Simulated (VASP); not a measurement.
## LiH: single point with PBE

LiH, a sheet with vacuum:

```
CELL_PARAMETERS angstrom
2.76571 0.00000 0.00000
0.00000 2.76571 0.00000
0.00000 0.00000 29.13704
ATOMIC_POSITIONS crystal
Li 0.50000 0.00000 0.25883
Li 0.00000 0.50000 0.32462
H 0.50000 0.00000 0.32625
H 0.00000 0.50000 0.25720
```

The cell was built from a structure type or drawn by symmetry, and may not be a known phase.

| Property | Result |
| --- | --- |
| Program | VASP 6.6.1 |
| Task | single point |
| Functional | PBE |
| Potentials or basis | VASP PAW PBE potentials, release 64 (Li_sv, H) |
| Cutoff | 650 eV |
| k mesh | 6 × 6 × 1 |
| Occupations | gaussian, width 0.1 eV |
| Spin | no spin polarisation |
| Dipole correction | yes |
| Further INCAR settings | ALGO = Normal; EDIFF = 1e-06; NBANDS = 12; NELMDL = -8 |

The largest force is 0.029 eV/Å. The band gap on the k mesh is 2.04 eV (least direct gap 3.80 eV).

Forces on the atoms (eV/Å):
```
Li   0.000  0.000  0.029
Li   0.000  0.000 -0.029
H    0.000  0.000  0.018
H    0.000  0.000 -0.018
```

Levels at points of the mesh, in eV from the valence-band top:
| k point | band 1 | band 2 | band 3 | band 4 | band 5 | band 6 | band 7 | band 8 |
| --- | --- | --- | --- | --- | --- | --- | --- | --- |
| (0.00, 0.00, 0.00) | -44.79 | -44.75 | -4.98 | -2.66 | 2.04 | 3.44 | 3.88 | 4.24 |
| (0.50, 0.00, 0.00) | -44.75 | -44.75 | -2.75 | -2.75 | 5.17 | 5.17 | 6.98 | 6.98 |
| (0.50, 0.50, 0.00) | -44.73 | -44.73 | 0.00 | 0.00 | 3.80 | 3.80 | 7.13 | 7.13 |

Wall time 43 s on 1 thread of Intel(R) Xeon(R) Platinum 8559C (Emerald Rapids), with other jobs on the host, peak memory 0.37 GiB.
